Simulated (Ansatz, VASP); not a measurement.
## Two plane-wave programs on TaN

```
CELL_PARAMETERS angstrom
1.45328 -2.51715 0.00000
0.00000 0.00000 -2.85144
10.86714 5.71478 0.00000
ATOMIC_POSITIONS crystal
Ta 0.37462 0.50000 0.75230
Ta 0.97720 0.50000 0.13679
Ta 0.44301 0.50000 0.34196
Ta 0.90881 0.50000 0.54713
N 0.88601 0.00000 0.68391
N 0.48860 0.00000 0.06840
N 0.95440 0.00000 0.27357
N 0.42021 0.00000 0.47874
```

Alike in both runs: task single point; functional LDA; k mesh 15 × 15 × 5; occupations gaussian, width 0.15 eV; no spin polarisation.

```csv
,VASP,Ansatz
version,VASP 6.6.1,Ansatz 0.2.0
potentials or method,"VASP PAW LDA potentials, release 64 (Ta_pv, N), cutoff 520 eV","scalar-relativistic, plane waves, PAW"
valence electrons in the cell,64,72
```

|  | VASP | Ansatz | Ansatz less VASP |
| --- | --- | --- | --- |
| gap on the k mesh at the Fermi level (eV) | none | none | - |
| pressure (GPa) | -7.5 | -9.0 | -1.47 |
| traceless stress, the component that is largest in VASP (GPa) | 4.00 | 4.14 | +0.141 |
| rms of the force components (eV/Å) | 0.909 | 0.916 | +0.0065 |

Ansatz warns that its potentials were made for another functional, while VASP's fit it. LDA's correlation is that of Perdew and Zunger in VASP and of Perdew and Wang (1992) in Ansatz. Atom by atom the forces differ by 0.025 eV/Å (rms over components). A gap of «none» marks a metal or a gap that the smearing closes. VASP's potentials hold 64 valence electrons a cell and Ansatz's 72, so a difference there can come from the potentials and not from the codes.

Spin-orbit coupling is off throughout.
